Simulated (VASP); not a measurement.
Input of a VASP 6.6.1 run:

INCAR

```
PREC = Accurate
ENCUT = 520
EDIFF = 1E-6
ISMEAR = -1
SIGMA = 0.08
LREAL = F
LASPH = T
NELM = 80
ALGO = Normal
ISIF = 2
LWAVE = F
LCHARG = F
GGA = PS
NBANDS = 9
```

File KPOINTS:

```
Automatic mesh
0
Gamma
  12 12 7
```

File POSCAR:

```
Mg
1.0
    3.1877321484      0.0000000000      0.0000000000
   -1.5938660741      2.7606570210      0.0000000000
    0.0000000000      0.0000000000      5.1753602886
Mg
2
Direct
    0.3333333333      0.6666666667      0.2500000000
    0.6666666667      0.3333333333      0.7500000000
```

Potentials or basis: VASP PAW PBE potentials, release 64 (Mg).

The run is started by

```console
$ cat potpaw_PBE.64/Mg/POTCAR > POTCAR
$ mpirun -np 1 vasp_std > vasp.out
```

What does it give for the band gap on the k mesh?

Zero (bands 2 and 3 overlap by 2.24 eV).

Predict the pressure.

-0.5 GPa.

Stress tensor (GPa, compression positive):
```
-0.21  0.00  0.00
 0.00 -0.21  0.00
 0.00  0.00 -1.01
```

Caveat: the PAW data sets were made with another functional, which shifts forces and pressure a little.
